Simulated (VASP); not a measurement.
Write the native input for VASP 6.6.1 that does the following.

| Property | Result |
| --- | --- |
| Task | single point |
| Functional | PBE |
| Potentials or basis | VASP PAW PBE potentials, release 64 (K_sv, P, Ru_pv) |
| Cutoff | 520 eV |
| k mesh | 8 × 8 × 8 |
| Occupations | gaussian, width 0.1 eV |
| Spin | collinear spin, ferromagnetic start |
| Starting moments | [0.0, 0.0, 0.0, 0.0, 2.8] μB |
| Dipole correction | no |
| Further INCAR settings | ALGO = Normal; EDIFF = 1e-06; NBANDS = 31 |

The structure of KP3Ru lies in POSCAR:

```
KP3Ru
1.0
    5.0322952094      0.0000000000      0.0000000000
    0.0000000000      5.0322952094      0.0000000000
    0.0000000000      0.0000000000      5.0322952094
K P Ru
1 3 1
Direct
    0.5000000000      0.5000000000      0.5000000000
    0.0000000000      0.5000000000      0.5000000000
    0.5000000000      0.5000000000      0.0000000000
    0.5000000000      0.0000000000      0.5000000000
    0.0000000000      0.0000000000      0.0000000000
```

The cell was generated, and may not be a known phase.

The input as run:

INCAR

```
ALGO = Normal
EDIFF = 1E-6
ENCUT = 520
GGA = PE
ISIF = 2
ISMEAR = 0
ISPIN = 2
LASPH = T
LCHARG = F
LMAXMIX = 4
LORBIT = 11
LREAL = F
LWAVE = F
MAGMOM = 0 0 0 0 2.8
NBANDS = 31
NELM = 150
PREC = Accurate
SIGMA = 0.1
```

KPOINTS

```
k-points
0
Gamma
  8 8 8
```

Potentials or basis: VASP PAW PBE potentials, release 64 (K_sv, P, Ru_pv).

Command:

```bash
$ cat potpaw_PBE.64/K_sv/POTCAR potpaw_PBE.64/P/POTCAR potpaw_PBE.64/Ru_pv/POTCAR > POTCAR
$ mpirun -np 1 vasp_std > vasp.out
```

It gave:

```yaml
Pressure: 0.3 GPa
Net_moment: 2.73 μB per cell
Site_moments: K +0.05; P -0.00; Ru +2.56 μB
Valence_electrons_inside_the_program's_atomic_spheres: K 7.87; P 2.36; Ru 12.03
```

Wall time 11 min on 1 thread of Oxide Virtual Turin-like Processor, on a shared host, peak memory 0.39 GiB.
